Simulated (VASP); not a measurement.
Set up this calculation in VASP 6.6.1, as the native input.

```yaml
Task: single point
Functional: r2SCAN
Potentials_or_basis: VASP PAW PBE potentials, release 64 (Hf_pv)
Cutoff: 520 eV
k_mesh: 9 × 9 × 5
Occupations: fermi-dirac, width 0.1 eV
Spin: no spin polarisation
Dipole_correction: no
Further_INCAR_settings: ALGO = Normal; EDIFF = 1e-06; NBANDS = 17
```

The system is Hf.

```xyz
2
Lattice="3.1987 0.0000 0.0000 -1.5994 2.7702 0.0000 0.0000 0.0000 5.0505" Properties=species:S:1:pos:R:3 pbc="T T T"
Hf    0.0000    1.8468    1.2626
Hf    1.5994    0.9234    3.7879
```

One way to write it, as run:

POSCAR

```
Hf
1.0
    3.1987335297      0.0000000000      0.0000000000
   -1.5993667648      2.7701844966      0.0000000000
    0.0000000000      0.0000000000      5.0505021987
Hf
2
Direct
    0.3333333333      0.6666666667      0.2500000000
    0.6666666667      0.3333333333      0.7500000000
```

INCAR.step1

```
SYSTEM = Hf
ALGO = Normal
EDIFF = 1E-4
ENCUT = 520
GGA = PE
ISMEAR = -1
LASPH = .TRUE.
LCHARG = .FALSE.
LREAL = .FALSE.
LWAVE = .TRUE.
NBANDS = 17
NELM = 60
PREC = Accurate
SIGMA = 0.1
```

INCAR.step2

```
SYSTEM = Hf
ALGO = Normal
EDIFF = 1E-6
ENCUT = 520
ISIF = 2
ISMEAR = -1
ISTART = 1
LASPH = .TRUE.
LCHARG = .FALSE.
LMIXTAU = .TRUE.
LREAL = .FALSE.
LWAVE = .FALSE.
METAGGA = R2SCAN
NBANDS = 17
NELM = 60
PREC = Accurate
SIGMA = 0.1
```

KPOINTS

```
k-points
0
G
  9 9 5
  0 0 0
```

Potentials or basis: VASP PAW PBE potentials, release 64 (Hf_pv).

The run is started by

```console
$ cat potpaw_PBE.64/Hf_pv/POTCAR > POTCAR
$ cp INCAR.step1 INCAR
$ mpirun -np 1 vasp_std > vasp.out
$ cp INCAR.step2 INCAR
$ mpirun -np 1 vasp_std > vasp.out
```

It gave:

```json
{
  "Pressure": "-0.7 GPa",
  "Band gap on the k mesh": "zero (band 10 reaches 6.16 eV, above the bottom of band 11 at 4.42 eV)"
}
```

Caveat: the PAW data sets were made with another functional, which shifts forces and pressure a little; spin-orbit coupling is left out, which moves the levels of the heavy elements.

Wall time 2.5 min on 1 thread of AMD EPYC 7R43 64-Core Processor (Zen 3) (shared host), peak memory 0.14 GiB.
